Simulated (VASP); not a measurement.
# BAs (F-43m) in VASP: settings compared

The runs below take BAs through single point, with PBE, LDA, BLYP.

Everything below comes from runs of VASP 6.6.1. Logs are shortened: lines on timing, memory, paths and dates and some standing lists are left out, and cuts for length are marked.

## Step 1: The cell of the first run

The structure is cubic, space group F-43m (No. 216). The conventional cell has a = 4.819 Å, b = 4.819 Å, c = 4.819 Å, α = 90.00°, β = 90.00°, γ = 90.00°. B (site symmetry -43m) has 4 As at 2.09 Å within 2.8 Å. As (site symmetry -43m) has 4 B at 2.09 Å within 2.8 Å.

## Step 2: Single point, PBE

File INCAR:

```
PREC     = Accurate       # precision mode
ENCUT    = 500            # plane-wave cutoff, eV
EDIFF    = 1E-6           # SCF threshold, eV
ISMEAR   = 0              # smearing method
SIGMA    = 0.1            # smearing width, eV
LREAL    = False          # projectors in reciprocal space
LASPH    = True           # aspherical terms in the spheres
NELM     = 120            # most SCF steps
ALGO     = Normal         # electronic algorithm
ISIF     = 2              # what is computed and relaxed
LWAVE    = False          # write WAVECAR
LCHARG   = True           # write CHGCAR
GGA      = PE             # functional
LELF     = True           # ELF
LVHAR    = True         
NBANDS   = 11             # bands
ISYM     = 0            
GGA_COMPAT= False
```

File KPOINTS:

```
Automatic mesh
0
Gamma
  2 2 2
  0.5 0.5 0
```

File POSCAR:

```
BAs
1.0
    0.0000000000      2.4096270000      2.4096270000
    2.4096270000      0.0000000000      2.4096270000
    2.4096270000      2.4096270000      0.0000000000
B As
1 1
Direct
    0.2500000000      0.2500000000      0.2500000000
    0.0000000000      0.0000000000      0.0000000000
```

Potentials or basis: VASP PAW PBE potentials, release 64 (B, As).

Run with:

```console
> cat potpaw_PBE.64/B/POTCAR potpaw_PBE.64/As/POTCAR > POTCAR
> mpirun -np 1 vasp_std > vasp.out
```

OUTCAR:

```text
PREC = Accurate
   ENCUT = 500
   EDIFF = 1E-6
   ISMEAR = 0
   LREAL = False
   LASPH = True
   NELM = 120
   ISIF = 2
   GGA = PE
   ISYM = 0

 ion  position               nearest neighbor table
   1  0.250  0.250  0.250-   2 2.09   2 2.09   2 2.09   2 2.09
   2  0.000  0.000  0.000-   1 2.09   1 2.09   1 2.09   1 2.09

IMPORTANT INFORMATION: All symmetrisations will be switched off!
NOSYMM: (Re-)initialisation of all symmetry stuff for point group C_1.

----------------------------------------------------------------------------------------

                                     Primitive cell

  volume of cell :      27.9820

  direct lattice vectors                    reciprocal lattice vectors
     0.000000000  2.409627000  2.409627000    -0.207500995  0.207500995  0.207500995
     2.409627000  0.000000000  2.409627000     0.207500995 -0.207500995  0.207500995
     2.409627000  2.409627000  0.000000000     0.207500995  0.207500995 -0.207500995

  length of vectors
     3.407727184  3.407727184  3.407727184     0.359402266  0.359402266  0.359402266

  position of ions in fractional coordinates (direct lattice)
     0.250000000  0.250000000  0.250000000
     0.000000000  0.000000000  0.000000000

  ion indices of the primitive-cell ions
   primitive index   ion index
                 1           1
                 2           2

----------------------------------------------------------------------------------------

 KPOINTS: Automatic mesh

Automatic generation of k-mesh.
 Grid dimensions read from file:
 generate k-points for:    2    2    2

 Generating k-lattice:

  Cartesian coordinates                     Fractional coordinates (reciprocal lattice)
    -0.103750497  0.103750497  0.103750497     0.500000000  0.000000000  0.000000000
     0.103750497 -0.103750497  0.103750497     0.000000000  0.500000000  0.000000000
     0.103750497  0.103750497 -0.103750497     0.000000000  0.000000000  0.500000000

  Length of vectors
     0.179701133  0.179701133  0.179701133

  Shift w.r.t. Gamma in fractional coordinates (k-lattice)
     0.500000000  0.500000000  0.000000000

 Subroutine IBZKPT returns following result:
 ===========================================

 Found     12 irreducible k-points:

 Following reciprocal coordinates:
            Coordinates               Weight
  0.250000  0.250000  0.000000      2.000000
  0.000000  0.250000  0.250000      2.000000
  0.250000  0.000000  0.250000      2.000000
[... 33 lines left out ...]
   ISIF   =      2    stress and relaxation
   ISYM   =      0    0-nonsym 1-usesym 2-fastsym
   POTIM  = 0.5000    time-step for ionic-motion
   TEBEG  =    0.0;   TEEND  =   0.0 temperature during run
   PSTRESS=    0.0 pullay stress
   NELECT =       8.0000    total number of electrons
   NUPDOWN=      -1.0000    fix difference up-down
   EMIN   =  10.00;   EMAX   =-10.00  energy-range for DOS
   EFERMI =   0.00;   METHOD = LEGACY
   ISMEAR =     0;   SIGMA  =   0.10  broadening in eV -4-tet -1-fermi 0-gaus
   EFERMI_NEDOS =   21; number of points for ismear=-14 and -15
   IALGO  =     38    algorithm
   IMIX   =      4    mixing-type and parameters
     AMIX     =   0.40;   BMIX     =  1.00
     AMIX_MAG =   1.60;   BMIX_MAG =  1.00
  volume/ion in A,a.u.               =      13.99        94.42
  Fermi-wavevector in a.u.,A,eV,Ry     =   1.078479  2.038030 15.825165  1.163117
  Thomas-Fermi vector in A             =   2.214419
   LORBIT       =      0    0 simple, 1 ext, 2 COOP (PROOUT), +10 PAW based schemes
   GGA     = PE    functional components
   LHFCALC =     F    Hartree Fock is set to
   AEXX    =    0.0000 exact exchange contribution
   IVDW    =     0    specifies the selected vdW correction
   LEPSILON=     F    determine dielectric tensor
   LRPA    =     F    only Hartree local field effects (RPA)
 non-spin polarized calculation
 Gauss-broadening in eV      SIGMA  =   0.10
  energy-cutoff  :      500.00
  volume of cell :       27.98
 maximum number of plane-waves:       713
 NGX is ok and might be reduce to    28
   NGX = 13   NGY = 13   NGZ = 13

 number of electron       8.0000000 magnetization

 Free energy of the ion-electron system (eV)
  ---------------------------------------------------
  ext. energy  EPLUGINS =         0.00000000
  ---------------------------------------------------
  free energy    TOTEN  =       -12.07243995 eV

  energy without entropy =      -12.07243995  energy(sigma->0) =      -12.07243995

 E-fermi :   4.3774     XC(G=0): -10.4878

 val. band max:        3.8844718972   @ k =   0.2500   0.0000  -0.2500
 cond. band min:       7.4784242073   @ k =   0.2500   0.0000   0.2500
 fundamental gap:      3.5939523101
 Fermi energy:         4.3773527733

 k-point     1 :       0.2500    0.2500    0.0000
  band No.  band energies     occupation
      1      -8.0397      2.00000
      2       1.7134      2.00000
      3       3.1756      2.00000
      4       3.1756      2.00000
      5       7.4784      0.00000
      6      10.2763      0.00000
      7      13.0547      0.00000
      8      13.0547      0.00000
      9      15.8668      0.00000
     10      19.3917      0.00000
     11      20.1366      0.00000
[... 141 lines left out ...]
 k-point    12 :       0.2500    0.5000   -0.2500
  band No.  band energies     occupation
      1      -5.1508      2.00000
      2      -2.1474      2.00000
      3       0.4854      2.00000
      4       0.7659      2.00000
      5      11.0446      0.00000
      6      11.5863      0.00000
      7      12.5623      0.00000
      8      12.6832      0.00000
      9      17.8537      0.00000
     10      21.0110      0.00000
     11      21.3071      0.00000

------------------------ aborting loop because EDIFF is reached ----------------------------------------

  FORCE on cell =-STRESS in cart. coord.  units (eV):
  Direction    XX          YY          ZZ          XY          YZ          ZX
  --------------------------------------------------------------------------------------
  -------------------------------------------------------------------------------------
  Total       -0.4295261     -0.4295262     -0.4295261     -0.0000003     -0.0000002     -0.0000001
  in kB      -24.5935209    -24.5935227    -24.5935210     -0.0000179     -0.0000135     -0.0000044
  external PRESSURE =     -24.5935215 kB  Pullay stress =       0.0000000 kB

 VOLUME and BASIS-vectors are now :
 -----------------------------------------------------------------------------
  energy-cutoff  :      500.00
  volume of cell :       27.98
      direct lattice vectors                 reciprocal lattice vectors
     0.000000000  2.409627000  2.409627000    -0.207500995  0.207500995  0.207500995
     2.409627000  0.000000000  2.409627000     0.207500995 -0.207500995  0.207500995
     2.409627000  2.409627000  0.000000000     0.207500995  0.207500995 -0.207500995

 POSITION                                       TOTAL-FORCE (eV/Angst)
 -----------------------------------------------------------------------------------
      1.20481      1.20481      1.20481        -0.000000      0.000000     -0.000000
      0.00000      0.00000      0.00000         0.000000     -0.000000      0.000000
 -----------------------------------------------------------------------------------
    total drift:                                0.000000      0.000000      0.000000

  FREE ENERGIE OF THE ION-ELECTRON SYSTEM (eV)
  ---------------------------------------------------
  free  energy   TOTEN  =       -12.0724399549 eV

  energy  without entropy=      -12.0724399549  energy(sigma->0) =      -12.07243995
```

stdout:

```text
POSCAR found type information on POSCAR B As
 POSCAR found :  2 types and       2 ions
 scaLAPACK will be used
 LDA part: xc-table for (Slater+PW92), standard interpolation
 POSCAR, INCAR and KPOINTS ok, starting setup
 FFT: planning ... GRIDC
 FFT: planning ... GRID_SOFT
 FFT: planning ... GRID
 WAVECAR not read
 entering main loop
```

It took 3.7 s on 1 thread of Intel Xeon 6975P-C (Granite Rapids), shared host; peak memory 0.15 GiB.

Results:

* Free energy: -12.0724 eV
* Pressure: -2.5 GPa
* Band gap on the k mesh: 3.59 eV, indirect (least direct gap 4.30 eV)

Caveat: the k points lie up to 1.13 Å⁻¹ apart.

## Step 3: Single point, LDA

File INCAR:

```
PREC = Accurate
ENCUT = 500
EDIFF = 1E-6
ISMEAR = 0
SIGMA = 0.1
LREAL = F
LASPH = T
NELM = 120
ALGO = Normal
ISIF = 2
LWAVE = F
LCHARG = F
GGA = CA
NBANDS = 11
ISYM = 0
GGA_COMPAT = F
```

File KPOINTS:

```
Automatic mesh
0
Gamma
  2 2 2
  0.41 0.53 0.03
```

File POSCAR:

```
BAs
1.0
    0.0000000000      2.4096270000      2.4096270000
    2.4096270000      0.0000000000      2.4096270000
    2.4096270000      2.4096270000      0.0000000000
B As
1 1
Direct
    0.6120000000      0.7420000000      0.9260000000
    0.3620000000      0.4920000000      0.6760000000
```

Potentials or basis: VASP PAW LDA potentials, release 64 (B, As).

Run with:

```console
> cat potpaw_LDA.64/B/POTCAR potpaw_LDA.64/As/POTCAR > POTCAR
> mpirun -np 1 vasp_std > vasp.out
```

It took 24 s on 1 thread of Intel Xeon 6975P-C (Granite Rapids), shared host; peak memory 0.18 GiB.

Results (log left out):

* Free energy: -13.5632 eV
* Pressure: -8.8 GPa
* Band gap on the k mesh: 3.27 eV, indirect (least direct gap 4.27 eV)

Levels at points of the mesh, in eV from the valence-band top:
| k point | band 2 | band 3 | band 4 | band 5 | band 6 | band 7 |
| --- | --- | --- | --- | --- | --- | --- |
| (0.20, -0.23, 0.01) | -4.42 | -2.73 | 0.00 | 5.24 | 6.85 | 7.62 |

Caveat: the k points lie up to 1.13 Å⁻¹ apart. Expect the measured gap to be larger: semilocal functionals such as LDA lack the derivative discontinuity.

## Step 4: Single point, BLYP

This run uses another cell than the first one, of 13.94 Å³/atom, 0.996 times its volume.

File INCAR:

```
AGGAC = 1.0
AGGAX = 1.0
ALDAC = 0.0
ALDAX = 1.0
ALGO = Normal
EDIFF = 1E-6
ENCUT = 500
GGA = B5
GGA_COMPAT = False
ISIF = 2
ISMEAR = -4
LASPH = True
LCHARG = False
LREAL = False
LWAVE = False
NBANDS = 11
NELM = 120
PREC = Accurate
SIGMA = 0.1
```

File KPOINTS:

```
k-points
0
Gamma
  4 4 4
```

File POSCAR:

```
BAs
1.0
    0.0000000000      2.4068086885      2.4068086885
    2.4068086885      0.0000000000      2.4068086885
    2.4068086885      2.4068086885      0.0000000000
B As
1 1
Direct
    0.2500000000      0.2500000000      0.2500000000
    0.0000000000      0.0000000000      0.0000000000
```

Potentials or basis: VASP PAW PBE potentials, release 64 (B, As).

Run with:

```console
> cat potpaw_PBE.64/B/POTCAR potpaw_PBE.64/As/POTCAR > POTCAR
> mpirun -np 1 vasp_std > vasp.out
```

Wall time 8.4 s (1 thread of Intel Xeon 6975P-C (Granite Rapids), shared host); peak memory 0.14 GiB.

The run converged. Its results:

```yaml
Free_energy: -9.8877 eV
Pressure: 5.8 GPa
Band_gap_on_the_k_mesh: 1.67 eV, indirect (least direct gap 3.33 eV)
```

Levels at points of the mesh, in eV from the valence-band top:
| k point | band 1 | band 2 | band 3 | band 4 | band 5 | band 6 | band 7 | band 8 | band 9 |
| --- | --- | --- | --- | --- | --- | --- | --- | --- | --- |
| (0.00, 0.00, 0.00) | -15.11 | 0.00 | 0.00 | 0.00 | 3.33 | 3.33 | 3.33 | 4.39 | 9.83 |
| (0.50, 0.00, 0.00) | -12.37 | -8.49 | -1.76 | -1.76 | 2.65 | 4.88 | 4.88 | 9.04 | 12.73 |
| (0.50, 0.50, 0.00) | -11.12 | -8.30 | -3.92 | -3.92 | 1.67 | 1.69 | 11.09 | 11.09 | 12.67 |

Caveat: the k points lie up to 0.57 Å⁻¹ apart; the PAW data sets were made with another functional, which shifts forces and pressure a little. As with any semilocal functional, this BLYP gap is likely too small.

## Step 5: Single point, LDA

This run uses another cell than the first one, of 12.77 Å³/atom, 0.913 times its volume.

File INCAR:

```
PREC = Accurate
ENCUT = 500
EDIFF = 1E-6
ISMEAR = 0
SIGMA = 0.1
LREAL = False
LASPH = True
NELM = 120
ALGO = Normal
ISIF = 2
LWAVE = False
LCHARG = False
NBANDS = 11
ISYM = 0
GGA_COMPAT = False
```

File KPOINTS:

```
Automatic mesh
0
Gamma
  5 1 3
  0 0 0.5
```

File POSCAR:

```
BAs
1.0
    0.0000000000      2.3376173036      2.3376173036
    2.3376173036      0.0000000000      2.3376173036
    2.3376173036      2.3376173036      0.0000000000
B As
1 1
Direct
    0.2500000000      0.2500000000      0.2500000000
    0.0000000000      0.0000000000      0.0000000000
```

Potentials or basis: VASP PAW LDA potentials, release 64 (B, As).

Run with:

```console
> cat potpaw_LDA.64/B/POTCAR potpaw_LDA.64/As/POTCAR > POTCAR
> mpirun -np 1 vasp_std > vasp.out
```

It took 1.5 s on 1 thread of Intel Xeon 6975P-C (Granite Rapids), shared host; peak memory 0.12 GiB.

The run converged, but its numbers aren't listed here, since they failed a check.

Caveat: the k points lie up to 2.33 Å⁻¹ apart.

## Step 6: Summary

```csv
level,potentials or basis,cell,k mesh,smearing,gap on the mesh (eV),pressure (GPa)
PBE,"VASP PAW PBE potentials, release 64 (B, As)","a = 3.408 Å, angles 60.0°, 2 atoms","2 × 2 × 2, shifted",gaussian 0.1 eV,3.59,-2.5
LDA,"VASP PAW LDA potentials, release 64 (B, As)","a = 3.408 Å, angles 60.0°, 2 atoms","2 × 2 × 2, shifted",gaussian 0.1 eV,3.27,-8.8
BLYP,"VASP PAW PBE potentials, release 64 (B, As)","a = 3.404 Å, angles 60.0°, 2 atoms",4 × 4 × 4,tetrahedron,1.67,5.8
```

Alike in all rows: task single point; no spin polarisation; cutoff (eV) 500.

Caveats: all runs use coarse meshes; the PAW data sets were made with another functional, which shifts forces and pressure a little (some runs).

Absolute energies hang on the potentials; compare differences alone.
